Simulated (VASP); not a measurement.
A run of VASP 6.6.1 is set up as follows.

INCAR

```
SYSTEM = Nb3Sn
ALGO     = All            ! electronic algorithm
EDIFF    = 1E-6           ! SCF threshold, eV
ENCUT    = 590            ! plane-wave cutoff, eV
GGA      = PS             ! functional
GGA_COMPAT= .False.      
ISEARCH  = 1            
ISIF     = 2              ! what is computed and relaxed
ISMEAR   = -1             ! smearing method
KPAR     = 4            
LASPH    = .True.         ! aspherical terms in the spheres
LCHARG   = .True.         ! write CHGCAR
LREAL    = .False.        ! projectors in reciprocal space
LVHAR    = .True.       
LWAVE    = .False.        ! write WAVECAR
NBANDS   = 63             ! bands
NELM     = 300            ! most SCF steps
PREC     = Accurate       ! precision mode
SIGMA    = 0.05           ! smearing width, eV
```

File KPOINTS:

```
k-points
0
Gamma
  5 5 5
  0 0 0
```

File POSCAR:

```
Nb3Sn
1.0
    5.2130998141      0.0000000000      0.0000000000
    0.0000000000      5.2130998141      0.0000000000
    0.0000000000      0.0000000000      5.2130998141
Sn Nb
2 6
Direct
    0.5000000000      0.5000000000      0.5000000000
    0.0000000000      0.0000000000      0.0000000000
    0.0000000000      0.5000000000      0.2500000000
    0.0000000000      0.5000000000      0.7500000000
    0.5000000000      0.2500000000      0.0000000000
    0.7500000000      0.0000000000      0.5000000000
    0.5000000000      0.7500000000      0.0000000000
    0.2500000000      0.0000000000      0.5000000000
```

Potentials or basis: VASP PAW PBE potentials, release 64 (Sn_d, Nb_sv).

The run is started by

```bash
$ cat potpaw_PBE.64/Sn_d/POTCAR potpaw_PBE.64/Nb_sv/POTCAR > POTCAR
$ mpirun -np 4 vasp_std > vasp.out
```

Problem. What does it give for the band gap on the k mesh?

Solution. Zero (bands 53 and 54 overlap by 0.12 eV).

Problem. Estimate the pressure.

Solution. 4.8 GPa.

Caveat: the cell stands under pressure; the PAW data sets were made with another functional, which shifts forces and pressure a little; spin-orbit coupling is left out, which moves the levels of the heavy elements.
